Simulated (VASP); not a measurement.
# Cu in VASP: further runs, part 2 of 2

VASP 6.6.1.

### Step 5. Single point, PBE

This run uses another cell than the first one: it holds 2 atoms, not 4.

INCAR

```
SYSTEM = Cu
  ALGO = Normal
  EDIFF = 1E-6
  ENCUT = 820
  GGA = PE
  GGA_COMPAT = .FALSE.
  ISIF = 2
  ISMEAR = 0
  LASPH = .TRUE.
  LCHARG = .FALSE.
  LREAL = .FALSE.
  LWAVE = .FALSE.
  NBANDS = 26
  NELM = 120
  PREC = Accurate
  SIGMA = 0.1
```

KPOINTS

```
k-points
0
G
  6 6 6
  0 0 0
```

POSCAR

```
Cu
1.0
    1.2948823094      0.7476006499      4.1264200333
   -1.2948823094      0.7476006499      4.1264200333
    0.0000000000     -1.4952012998      4.1264200333
Cu
2
Direct
    0.2500025115      0.2500025115      0.2500025115
    0.7499974885      0.7499974885      0.7499974885
```

Potentials or basis: VASP PAW PBE potentials, release 64 (Cu_sv_GW).

On the command line:

```bash
cat potpaw_PBE.64/Cu_sv_GW/POTCAR > POTCAR
mpirun -np 1 vasp_std > vasp.out
```

OUTCAR:

```text
SYSTEM = Cu
   EDIFF = 1E-6
   ENCUT = 820
   GGA = PE
   ISIF = 2
   ISMEAR = 0
   LASPH = .TRUE.
   LREAL = .FALSE.
   NELM = 120
   PREC = Accurate

 ion  position               nearest neighbor table
   1  0.250  0.250  0.250-   2 2.55   2 2.55   2 2.55   2 2.55   2 2.55   2 2.55
   2  0.750  0.750  0.750-   1 2.55   1 2.55   1 2.55   1 2.55   1 2.55   1 2.55

  LATTYP: Found a trigonal (rhomboedric) cell.
 ALAT       =     4.3889599244
 COS(alpha) =     0.8259125915

  Lattice vectors:

 A1 = (   1.2948823094,   0.7476006499,   4.1264200333)
 A2 = (  -1.2948823094,   0.7476006499,   4.1264200333)
 A3 = (   0.0000000000,  -1.4952012998,   4.1264200333)

Analysis of symmetry for initial positions (statically):
=====================================================================
 Subroutine PRICEL returns:
 Original cell was already a primitive cell.

 Routine SETGRP: Setting up the symmetry group for a
 trigonal (rhombohedral) supercell.

 Subroutine GETGRP returns: Found 12 space group operations
 (whereof 12 operations were pure point group operations)
 out of a pool of 12 trial point group operations.

The static configuration has the point symmetry D_3d.

Analysis of symmetry for dynamics (positions and initial velocities):
=====================================================================
 Subroutine PRICEL returns:
 Original cell was already a primitive cell.

 Routine SETGRP: Setting up the symmetry group for a
 trigonal (rhombohedral) supercell.

 Subroutine GETGRP returns: Found 12 space group operations
 (whereof 12 operations were pure point group operations)
 out of a pool of 12 trial point group operations.

The dynamic configuration has the point symmetry D_3d.

 Subroutine INISYM returns: Found 12 space group operations
 (whereof 12 operations are pure point group operations),
 and found     1 'primitive' translations

[... 106 lines left out ...]
   NUPDOWN=      -1.0000    fix difference up-down
   EMIN   =  10.00;   EMAX   =-10.00  energy-range for DOS
   EFERMI =   0.00;   METHOD = LEGACY
   ISMEAR =     0;   SIGMA  =   0.10  broadening in eV -4-tet -1-fermi 0-gaus
   EFERMI_NEDOS =   21; number of points for ismear=-14 and -15
   IALGO  =     38    algorithm
   IMIX   =      4    mixing-type and parameters
     AMIX     =   0.40;   BMIX     =  1.00
     AMIX_MAG =   1.60;   BMIX_MAG =  1.00
  volume/ion in A,a.u.               =      11.98        80.87
  Fermi-wavevector in a.u.,A,eV,Ry     =   1.908950  3.607392 49.580839  3.644089
  Thomas-Fermi vector in A             =   2.946125
   LORBIT       =      0    0 simple, 1 ext, 2 COOP (PROOUT), +10 PAW based schemes
   GGA     = PE    functional components
   LHFCALC =     F    Hartree Fock is set to
   AEXX    =    0.0000 exact exchange contribution
   IVDW    =     0    specifies the selected vdW correction
   LEPSILON=     F    determine dielectric tensor
   LRPA    =     F    only Hartree local field effects (RPA)
 non-spin polarized calculation
 Gauss-broadening in eV      SIGMA  =   0.10
  energy-cutoff  :      820.00
  volume of cell :       23.97
 maximum number of plane-waves:      1294
 NGX is ok and might be reduce to    42

 number of electron      38.0000001 magnetization

 Free energy of the ion-electron system (eV)
  ---------------------------------------------------
  ext. energy  EPLUGINS =         0.00000000
  ---------------------------------------------------
  free energy    TOTEN  =        -7.53356869 eV

  energy without entropy =       -7.52924710  energy(sigma->0) =       -7.53140790

 E-fermi :   7.2943     XC(G=0): -13.2680

 val. band max:        7.2614984543   @ k =   0.5000   0.1667  -0.0000
 cond. band min:       7.3916265412   @ k =   0.5000   0.3333   0.1667
 fundamental gap:      0.1301280869
 Fermi energy:         7.2943117582

 k-point     1 :       0.0000    0.0000    0.0000
  band No.  band energies     occupation
      1    -105.1553      2.00000
      2    -105.1406      2.00000
      3     -62.5954      2.00000
      4     -62.4865      2.00000
      5     -62.4831      2.00000
      6     -62.4831      2.00000
[... 685 lines left out ...]
     25      22.9518      0.00000
     26      25.8108      0.00000

 [... further k-points ...]
[... 5 lines left out ...]
  --------------------------------------------------------------------------------------
  -------------------------------------------------------------------------------------
  Total       -0.2410296     -0.2410296     -0.2430770      0.0000000     -0.0000000      0.0000000
  in kB      -16.1122539    -16.1122539    -16.2491195      0.0000000     -0.0000000      0.0000000
  external PRESSURE =     -16.1578758 kB  Pullay stress =       0.0000000 kB

 VOLUME and BASIS-vectors are now :
 -----------------------------------------------------------------------------
  energy-cutoff  :      820.00
  volume of cell :       23.97
      direct lattice vectors                 reciprocal lattice vectors
     1.294882309  0.747600650  4.126420033     0.386135478  0.222935422  0.080780272
    -1.294882309  0.747600650  4.126420033    -0.386135478  0.222935422  0.080780272
     0.000000000 -1.495201300  4.126420033     0.000000000 -0.445870845  0.080780272

 POSITION                                       TOTAL-FORCE (eV/Angst)
 -----------------------------------------------------------------------------------
      0.00000      0.00000      3.09485         0.000000      0.000000      0.000557
      0.00000      0.00000      9.28441         0.000000      0.000000     -0.000557
 -----------------------------------------------------------------------------------
    total drift:                               -0.000000      0.000000      0.000000

  FREE ENERGIE OF THE ION-ELECTRON SYSTEM (eV)
  ---------------------------------------------------
  free  energy   TOTEN  =        -7.5335686914 eV

  energy  without entropy=       -7.5292471046  energy(sigma->0) =       -7.53140790
```

OSZICAR:

```text
N       E                     dE             d eps       ncg     rms          rms(c)
DAV:   1     0.862743457053E+03    0.86274E+03   -0.31936E+04  2478   0.673E+03
DAV:   2     0.740298185762E+02   -0.78871E+03   -0.76134E+03  2686   0.142E+03
DAV:   3    -0.612460956191E+01   -0.80154E+02   -0.78543E+02  3106   0.581E+02
DAV:   4    -0.906483793769E+01   -0.29402E+01   -0.29296E+01  2916   0.107E+02
DAV:   5    -0.917882107366E+01   -0.11398E+00   -0.11394E+00  2880   0.162E+01    0.114E+01
DAV:   6    -0.864067201537E+01    0.53815E+00   -0.15145E+01  2360   0.235E+02    0.771E+00
DAV:   7    -0.756032569696E+01    0.10803E+01   -0.47014E+00  2414   0.132E+02    0.236E+00
DAV:   8    -0.753458960430E+01    0.25736E-01   -0.84324E-02  3024   0.706E+00    0.348E-01
DAV:   9    -0.753380423530E+01    0.78537E-03   -0.95588E-03  2736   0.535E+00    0.148E-01
DAV:  10    -0.753356788653E+01    0.23635E-03   -0.68710E-04  3016   0.139E+00    0.117E-02
DAV:  11    -0.753357013412E+01   -0.22476E-05   -0.10972E-05  2344   0.477E-02    0.562E-03
DAV:  12    -0.753356883332E+01    0.13008E-05   -0.26403E-07  1206   0.347E-02    0.775E-04
DAV:  13    -0.753356869139E+01    0.14192E-06   -0.16192E-07  1142   0.190E-02
   1 F= -.75335687E+01 E0= -.75314079E+01  d E =-.432159E-02
```

It took 62 s on 1 thread of AMD EPYC 9R45 (Zen 5), shared host; peak memory 0.25 GiB.

What came out:

```
Free energy            : -7.5336 eV
Pressure               : -1.6 GPa
Band gap on the k mesh : zero (bands 19 and 20 overlap by 5.27 eV)
```

Levels at points of the mesh, in eV from the Fermi level:
```
           k point  band 15  band 16  band 17  band 18  band 19  band 20  band 21  band 22  band 23  band 24
(0.00, 0.00, 0.00)    -2.77    -2.03    -2.03    -1.46    -1.46    -0.68     4.12    20.74    21.39    21.39
(0.50, 0.00, 0.00)    -2.26    -2.26    -1.46    -1.46     0.97     0.97     6.79     6.79    12.78    12.78
(0.50, 0.50, 0.00)    -1.50    -1.46    -1.34    -1.32    -0.97     1.57     3.67     7.11    12.65    13.43
(0.50, 0.50, 0.50)    -2.68    -2.68    -1.99    -1.99    -1.99    -1.99    13.04    13.04    22.15    22.16
```

Caveat: the k points lie up to 0.47 Å⁻¹ apart, too coarse for converged energies and pressures of a metal.

### Step 6. Summary

| task | potentials or basis | cell | k mesh | cutoff (eV) | gap on the mesh (eV) | pressure (GPa) |
| --- | --- | --- | --- | --- | --- | --- |
| single point | VASP PAW PBE potentials, release 64 (Cu) | a = 2.617, b = 4.413, c = 4.424 Å, angles 79.6, 73.0, 90.1°, 4 atoms, atomic positions A | 8 × 4 × 4 | 520 | none | 0.4 |
| single point | VASP PAW PBE potentials, release 64 (Cu) | a = 2.570 Å, angles 60.0°, 1 atom, atomic positions B | 8 × 8 × 8 | 520 | none | 0.8 |
| relaxation of cell and atoms | VASP PAW PBE potentials, release 64 (Cu) | relaxed from a = 2.530 Å, angles 60.0°, 1 atom, atomic positions B | 8 × 8 × 8 | 600 | none | 0.0 |
| single point | VASP PAW PBE potentials, release 64 (Cu_sv_GW) | a = 4.389 Å, angles 34.3°, 2 atoms, atomic positions C | 6 × 6 × 6 | 820 | none | -1.6 |

Alike in all rows: level PBE; no spin polarisation; smearing gaussian 0.1 eV.

Caveats: all runs use coarse meshes.

Absolute energies hang on the potentials; compare differences alone.

The gap in the log of VASP goes by the Fermi energy; the results here count the filled bands.